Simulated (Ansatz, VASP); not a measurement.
# One calculation of Li3HSe, two programs

```
Li H Se
1.0
     3.93412    0.00000    0.00000
     0.00000    3.93412    0.00000
     0.00000    0.00000    3.93412
Li H Se
3 1 1
Direct
  0.00000 0.50000 0.50000
  0.50000 0.00000 0.50000
  0.50000 0.50000 0.00000
  0.50000 0.50000 0.50000
  0.00000 0.00000 0.00000
```

Alike in both runs: functional r2SCAN; k mesh 6 × 6 × 6; occupations gaussian, width 0.02 eV; no spin polarisation.

Ansatz relaxed the structure, and its values are those at the end. VASP's run is a single point on that final structure, the one shown.

```csv
,VASP,Ansatz
version,VASP 6.6.1,Ansatz 0.2.0
potentials or method,"VASP PAW PBE potentials, release 64 (Li_sv, H, Se), cutoff 520 eV","scalar-relativistic, plane waves, PAW"
valence electrons in the cell,16,26
```

Ansatz gave:

```
gap on the k mesh at the Fermi level (eV) : 4.23
least direct gap on the mesh (eV)         : 4.74
```

Question: What did VASP give for the same quantities?

Answer: gap on the k mesh at the Fermi level (eV): 4.33; least direct gap on the mesh (eV): 4.85.

VASP's potentials were made for PBE, not for r2SCAN. With one functional, cell and mesh, what is left measures potentials, basis and numerics. VASP's potentials hold 16 valence electrons a cell and Ansatz's 26, so a difference there can come from the potentials and not from the codes.

Noted on VASP's run: the cutoff is short for stress, so the pressure is rough.
